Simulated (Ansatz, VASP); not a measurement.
## Two plane-wave programs on BP

```
B P
1.0
     0.00000    2.27417    2.27417
     2.27417    0.00000    2.27417
     2.27417    2.27417    0.00000
B P
1 1
Direct
  0.00000 0.00000 0.00000
  0.25000 0.25000 0.25000
```

Alike in both runs: task single point; functional PBE; k mesh 8 × 8 × 8; no spin polarisation.

```csv
,VASP,Ansatz
version,VASP 6.6.1,Ansatz 0.2.0
potentials or method,"VASP PAW PBE potentials, release 64 (B, P), cutoff 500 eV","scalar-relativistic, plane waves, PAW"
occupations,"gaussian, width 0.01 eV",fixed
valence electrons in the cell,8,8
```

```tsv
	VASP	Ansatz	Ansatz less VASP
gap on the k mesh at the Fermi level (eV)	1.28	1.28	+0.004
least direct gap on the mesh (eV)	3.39	3.39	+0.003
```
